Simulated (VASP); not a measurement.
# GaP (F-43m) in VASP: single point with PBE

Aim: the single point of GaP with PBE.

All numbers are computed with VASP 6.6.1; they aren't measurements. Logs are shortened: lines on timing, memory, paths and dates and some standing lists are left out, and cuts for length are marked.

### 1 The cell of the first run

The structure is cubic, space group F-43m (No. 216). Conventional cell: a = 5.451 Å, b = 5.451 Å, c = 5.451 Å, α = 90.00°, β = 90.00°, γ = 90.00°. Within 3.1 Å of Ga (site symmetry -43m) lie 4 P at 2.36 Å. Within 3.1 Å of P (site symmetry -43m) lie 4 Ga at 2.36 Å.

### 2 Single point, PBE, non-collinear spin, zero start, spin-orbit coupling

The input, INCAR:

```
PREC = Accurate
ENCUT = 520
EDIFF = 1E-7
ISMEAR = -1
SIGMA = 0.08
LREAL = False
LASPH = True
NELM = 150
ALGO = Normal
ISIF = 2
LWAVE = False
LCHARG = False
MAGMOM = 0 0 0 0 0 0
LORBIT = 11
LSORBIT = True
GGA_COMPAT = False
LORBMOM = True
GGA = PE
NBANDS = 30
```

The input, KPOINTS:

```
regular mesh
0
Gamma
  12 12 12
```

The input, POSCAR:

```
GaP
1.0
    0.0000000000      2.7252500000      2.7252500000
    2.7252500000      0.0000000000      2.7252500000
    2.7252500000      2.7252500000      0.0000000000
Ga P
1 1
Direct
    0.0000000000      0.0000000000      0.0000000000
    0.7500000000      0.7500000000      0.7500000000
```

Potentials or basis: VASP PAW PBE potentials, release 64 (Ga_d, P).

Command:

```
cat potpaw_PBE.64/Ga_d/POTCAR potpaw_PBE.64/P/POTCAR > POTCAR
mpirun -np 1 vasp_ncl > vasp.out
```

OUTCAR:

```text
PREC = Accurate
   ENCUT = 520
   EDIFF = 1E-7
   ISMEAR = -1
   LREAL = False
   LASPH = True
   NELM = 150
   ISIF = 2
   LORBIT = 11
   LSORBIT = True
   GGA = PE

 ion  position               nearest neighbor table
   1  0.000  0.000  0.000-   2 2.36   2 2.36   2 2.36   2 2.36
   2  0.750  0.750  0.750-   1 2.36   1 2.36   1 2.36   1 2.36

  LATTYP: Found a face centered cubic cell.
 ALAT       =     5.4505000000

  Lattice vectors:

 A1 = (   0.0000000000,   2.7252500000,   2.7252500000)
 A2 = (   2.7252500000,   0.0000000000,   2.7252500000)
 A3 = (   2.7252500000,   2.7252500000,   0.0000000000)

Analysis of symmetry for initial positions (statically):
=====================================================================
 Subroutine PRICEL returns:
 Original cell was already a primitive cell.

 Routine SETGRP: Setting up the symmetry group for a
 face centered cubic supercell.

 Subroutine GETGRP returns: Found 24 space group operations
 (whereof 24 operations were pure point group operations)
 out of a pool of 48 trial point group operations.

The static configuration has the point symmetry T_d .

Analysis of symmetry for dynamics (positions and initial velocities):
=====================================================================
 Subroutine PRICEL returns:
 Original cell was already a primitive cell.

 Routine SETGRP: Setting up the symmetry group for a
 face centered cubic supercell.

 Subroutine GETGRP returns: Found 24 space group operations
 (whereof 24 operations were pure point group operations)
 out of a pool of 48 trial point group operations.

The dynamic configuration has the point symmetry T_d .

Analysis of structural, dynamic, and magnetic symmetry:
=====================================================================
 Subroutine PRICEL returns:
 Original cell was already a primitive cell.

 Routine SETGRP: Setting up the symmetry group for a
 face centered cubic supercell.

 Subroutine GETGRP returns: Found 24 space group operations
 (whereof 24 operations were pure point group operations)
 out of a pool of 48 trial point group operations.

The overall configuration has the point symmetry T_d .

 Subroutine INISYM returns: Found 24 space group operations
 (whereof 24 operations are pure point group operations),
 and found     1 'primitive' translations

----------------------------------------------------------------------------------------

                                     Primitive cell

  volume of cell :      40.4808

  direct lattice vectors                    reciprocal lattice vectors
     0.000000000  2.725250000  2.725250000    -0.183469406  0.183469406  0.183469406
     2.725250000  0.000000000  2.725250000     0.183469406 -0.183469406  0.183469406
     2.725250000  2.725250000  0.000000000     0.183469406  0.183469406 -0.183469406

  length of vectors
     3.854085511  3.854085511  3.854085511     0.317778334  0.317778334  0.317778334

  position of ions in fractional coordinates (direct lattice)
     0.000000000  0.000000000  0.000000000
     0.750000000  0.750000000  0.750000000

  ion indices of the primitive-cell ions
   primitive index   ion index
                 1           1
                 2           2

----------------------------------------------------------------------------------------

 KPOINTS: regular mesh

Automatic generation of k-mesh.
 Grid dimensions read from file:
 generate k-points for:   12   12   12

 Generating k-lattice:

  Cartesian coordinates                     Fractional coordinates (reciprocal lattice)
    -0.015289117  0.015289117  0.015289117     0.083333333  0.000000000  0.000000000
[... 97 lines left out ...]

 number of electron      17.9999989 magnetization       0.0000000      0.0000000      0.0000000

 number of electron      17.9999989 magnetization       0.0000000     -0.0000000     -0.0000000

 number of electron      17.9999989 magnetization       0.0000000     -0.0000000      0.0000000

 Free energy of the ion-electron system (eV)
  ---------------------------------------------------
  ext. energy  EPLUGINS =         0.00000000
  ---------------------------------------------------
  free energy    TOTEN  =        -9.12470969 eV

  energy without entropy =       -9.12470831  energy(sigma->0) =       -9.12470900

 E-fermi :   5.4379     XC(G=0):  -9.8334

 val. band max:        4.6781801472   @ k =   0.0000   0.0000   0.0000
 cond. band min:       6.2444010285   @ k =   0.4167   0.4167   0.0000
 fundamental gap:      1.5662208813
 Fermi energy:         5.4378635754

 k-point     1 :       0.0000    0.0000    0.0000
  band No.  band energies     occupation
      1     -10.1361      1.00000
      2     -10.1361      1.00000
      3     -10.1361      1.00000
      4     -10.1361      1.00000
      5      -9.7184      1.00000
      6      -9.7184      1.00000
[... 781 lines left out ...]
     29      15.1484      0.00000
     30      15.1548      0.00000

 [... further k-points ...]

------------------------ aborting loop because EDIFF is reached ----------------------------------------

  FORCE on cell =-STRESS in cart. coord.  units (eV):
  Direction    XX          YY          ZZ          XY          YZ          ZX
  --------------------------------------------------------------------------------------
  -------------------------------------------------------------------------------------
  Total        0.6296408      0.6296408      0.6296408     -0.0000000      0.0000000     -0.0000000
  in kB       24.9203658     24.9203658     24.9203658     -0.0000000      0.0000000     -0.0000000
  external PRESSURE =      24.9203658 kB  Pullay stress =       0.0000000 kB

 VOLUME and BASIS-vectors are now :
 -----------------------------------------------------------------------------
  energy-cutoff  :      520.00
  volume of cell :       40.48
      direct lattice vectors                 reciprocal lattice vectors
     0.000000000  2.725250000  2.725250000    -0.183469406  0.183469406  0.183469406
     2.725250000  0.000000000  2.725250000     0.183469406 -0.183469406  0.183469406
     2.725250000  2.725250000  0.000000000     0.183469406  0.183469406 -0.183469406

 POSITION                                       TOTAL-FORCE (eV/Angst)
 -----------------------------------------------------------------------------------
      0.00000      0.00000      0.00000        -0.000000     -0.000000     -0.000000
      4.08788      4.08788      4.08788         0.000000      0.000000      0.000000
 -----------------------------------------------------------------------------------
    total drift:                               -0.000000     -0.000000     -0.000000

  FREE ENERGIE OF THE ION-ELECTRON SYSTEM (eV)
  ---------------------------------------------------
  free  energy   TOTEN  =        -9.1247096915 eV

  energy  without entropy=       -9.1247083070  energy(sigma->0) =       -9.12470900

 orbital moment (x)

 # of ion     p       d       tot
 ----------------------------------------
  1        -0.000   0.000   0.000
  2         0.000   0.000   0.000
 ----------------------------------------
            0.000   0.000   0.000

 orbital moment (y)

 # of ion     p       d       tot
 ----------------------------------------
  1        -0.000  -0.000  -0.000
  2         0.000   0.000   0.000
 ----------------------------------------
            0.000  -0.000   0.000

 orbital moment (z)

 # of ion     p       d       tot
 ----------------------------------------
  1         0.000  -0.000   0.000
  2         0.000   0.000   0.000
 ----------------------------------------
            0.000  -0.000   0.000

 Spin-Orbit-Coupling matrix elements

 Ion:    1  E_soc:     -0.0116947
 l=   1
     0.0000000    -0.0010967    -0.0010967
    -0.0010967     0.0000000    -0.0010967
    -0.0010967    -0.0010967     0.0000000
 l=   2
     0.0000000    -0.0001736     0.0000000    -0.0001736    -0.0006788
    -0.0001736     0.0000000    -0.0005091    -0.0001736    -0.0001697
     0.0000000    -0.0005091     0.0000000    -0.0005091     0.0000000
    -0.0001736    -0.0001736    -0.0005091     0.0000000    -0.0001697
    -0.0006788    -0.0001697     0.0000000    -0.0001697     0.0000000
 l=   3
     0.0000000     0.0000000     0.0000000     0.0000000     0.0000000     0.0000000     0.0000000
     0.0000000     0.0000000     0.0000000     0.0000000     0.0000000     0.0000000     0.0000000
     0.0000000     0.0000000     0.0000000     0.0000000     0.0000000     0.0000000     0.0000000
     0.0000000     0.0000000     0.0000000     0.0000000     0.0000000     0.0000000     0.0000000
     0.0000000     0.0000000     0.0000000     0.0000000     0.0000000     0.0000000     0.0000000
     0.0000000     0.0000000     0.0000000     0.0000000     0.0000000     0.0000000     0.0000000
     0.0000000     0.0000000     0.0000000     0.0000000     0.0000000     0.0000000     0.0000000

 Ion:    2  E_soc:     -0.0008969
 l=   1
     0.0000000    -0.0001495    -0.0001495
    -0.0001495     0.0000000    -0.0001495
    -0.0001495    -0.0001495     0.0000000
 l=   2
     0.0000000     0.0000000     0.0000000     0.0000000     0.0000000
     0.0000000     0.0000000     0.0000000     0.0000000     0.0000000
     0.0000000     0.0000000     0.0000000     0.0000000     0.0000000
     0.0000000     0.0000000     0.0000000     0.0000000     0.0000000
     0.0000000     0.0000000     0.0000000     0.0000000     0.0000000
 l=   3
     0.0000000     0.0000000     0.0000000     0.0000000     0.0000000     0.0000000     0.0000000
     0.0000000     0.0000000     0.0000000     0.0000000     0.0000000     0.0000000     0.0000000
     0.0000000     0.0000000     0.0000000     0.0000000     0.0000000     0.0000000     0.0000000
     0.0000000     0.0000000     0.0000000     0.0000000     0.0000000     0.0000000     0.0000000
     0.0000000     0.0000000     0.0000000     0.0000000     0.0000000     0.0000000     0.0000000
     0.0000000     0.0000000     0.0000000     0.0000000     0.0000000     0.0000000     0.0000000
     0.0000000     0.0000000     0.0000000     0.0000000     0.0000000     0.0000000     0.0000000

 total charge

# of ion       s       p       d       tot
------------------------------------------
    1        0.862   0.849  10.012  11.723
    2        1.021   1.524   0.000   2.545
--------------------------------------------------
tot          1.883   2.373  10.012  14.268

 magnetization (x)

# of ion       s       p       d       tot
------------------------------------------
    1        0.000   0.000  -0.000  -0.000
    2        0.000   0.000   0.000   0.000
--------------------------------------------------
tot          0.000   0.000  -0.000   0.000

 magnetization (y)

# of ion       s       p       d       tot
------------------------------------------
    1        0.000   0.000   0.000   0.000
    2        0.000   0.000   0.000   0.000
--------------------------------------------------
tot          0.000   0.000   0.000   0.000

 magnetization (z)

# of ion       s       p       d       tot
------------------------------------------
    1       -0.000   0.000   0.000   0.000
    2        0.000   0.000   0.000   0.000
--------------------------------------------------
tot          0.000   0.000   0.000   0.000
```

It took 11 min on 1 thread of Intel Xeon 8259CL, shared host; peak memory 0.41 GiB.

Results:

```yaml
Free_energy: -9.1247 eV
Pressure: 2.5 GPa
Net_moment: 0.00 μB per cell
Valence_electrons_inside_the_program's_atomic_spheres: Ga 11.72; P 2.54
```

Moments on the atoms (μB; x, y, z):
```
Ga  0.00 0.00 0.00
P   0.00 0.00 0.00
```
